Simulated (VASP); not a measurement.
Wanted: the native input for a VASP 6.6.1 run.

```
Task                   : single point
Functional             : r2SCAN
Potentials or basis    : VASP PAW PBE potentials, release 64 (Si, C)
Cutoff                 : 660 eV
k mesh                 : 10 × 10 × 10
Occupations            : gaussian, width 0.02 eV
Spin                   : no spin polarisation
Dipole correction      : no
Further INCAR settings : ALGO = Normal; EDIFF = 1e-06; NBANDS = 11
```

The system is SiC.

```
CELL_PARAMETERS angstrom
0.00000 2.17816 2.17816
2.17816 0.00000 2.17816
2.17816 2.17816 0.00000
ATOMIC_POSITIONS crystal
Si 0.75000 0.75000 0.75000
C 0.00000 0.00000 0.00000
```

The input as run:

POSCAR

```
SiC
1.0
    0.0000000000      2.1781642237      2.1781642237
    2.1781642237      0.0000000000      2.1781642237
    2.1781642237      2.1781642237      0.0000000000
Si C
1 1
Direct
    0.7500000000      0.7500000000      0.7500000000
    0.0000000000      0.0000000000      0.0000000000
```

INCAR.step1

```
ALGO     = Normal         # electronic algorithm
EDIFF    = 1E-5           # SCF threshold, eV
ENCUT    = 660            # plane-wave cutoff, eV
GGA      = PE             # functional
GGA_COMPAT= False        
ISMEAR   = 0              # smearing method
LASPH    = True           # aspherical terms in the spheres
LCHARG   = False          # write CHGCAR
LREAL    = False          # projectors in reciprocal space
LWAVE    = True           # write WAVECAR
NBANDS   = 11             # bands
NELM     = 120            # most SCF steps
PREC     = Accurate       # precision mode
SIGMA    = 0.02           # smearing width, eV
```

INCAR.step2

```
ALGO     = Normal         # electronic algorithm
EDIFF    = 1E-6           # SCF threshold, eV
ENCUT    = 660            # plane-wave cutoff, eV
GGA_COMPAT= False        
ISIF     = 2              # what is computed and relaxed
ISMEAR   = 0              # smearing method
ISTART   = 1            
LASPH    = True           # aspherical terms in the spheres
LCHARG   = False          # write CHGCAR
LMIXTAU  = True         
LREAL    = False          # projectors in reciprocal space
LWAVE    = False          # write WAVECAR
METAGGA  = R2SCAN         # meta-GGA
NBANDS   = 11             # bands
NELM     = 120            # most SCF steps
PREC     = Accurate       # precision mode
SIGMA    = 0.02           # smearing width, eV
```

KPOINTS

```
k-points
0
Gamma
  10 10 10
```

Potentials or basis: VASP PAW PBE potentials, release 64 (Si, C).

Command:

```console
$ cat potpaw_PBE.64/Si/POTCAR potpaw_PBE.64/C/POTCAR > POTCAR
$ cp INCAR.step1 INCAR
$ mpirun -np 1 vasp_std > vasp.out
$ cp INCAR.step2 INCAR
$ mpirun -np 1 vasp_std > vasp.out
```

It gave:

```
Pressure               : -0.4 GPa
Band gap on the k mesh : 1.73 eV (least direct gap 5.06 eV)
```

Caveat: the PAW data sets were made with another functional, which shifts forces and pressure a little.

Wall time 28 s on 1 thread of Intel(R) Xeon(R) 6975P-C (Granite Rapids), on a shared host, peak memory 0.16 GiB.
